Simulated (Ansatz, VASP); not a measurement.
**Two plane-wave programs on Ba**

```
CELL_PARAMETERS angstrom
-2.60000 2.60000 2.50000
2.60000 -2.60000 2.50000
2.60000 2.60000 -2.50000
ATOMIC_POSITIONS crystal
Ba 0.00000 0.00000 0.00000
```

Change from the starting cell: strain +0.040 along x and y, +0.000 along z, atoms carried along.

Alike in both runs: task single point; functional PBEsol; k mesh 14 × 14 × 14; occupations gaussian, width 0.15 eV; no spin polarisation.

|  | VASP | Ansatz |
| --- | --- | --- |
| version | VASP 6.6.1 | Ansatz 0.2.0 |
| potentials or method | VASP PAW PBE potentials, release 64 (Ba_sv), cutoff 520 eV | scalar-relativistic, plane waves, PAW |
| valence electrons in the cell | 10 | 10 |

```csv
,VASP,Ansatz,Ansatz less VASP
gap on the k mesh at the Fermi level (eV),none,none,-
pressure (GPa),-1.1,-1.1,-0.04
"traceless stress, the component that is largest in VASP (GPa)",0.11,0.11,-0.002
```

VASP's potentials were made for PBE, not for PBEsol. A gap of «none» marks a metal or a gap that the smearing closes. The functional is the same, so the differences come from potentials, cutoffs and numerics.

Neither program's run includes spin-orbit coupling.
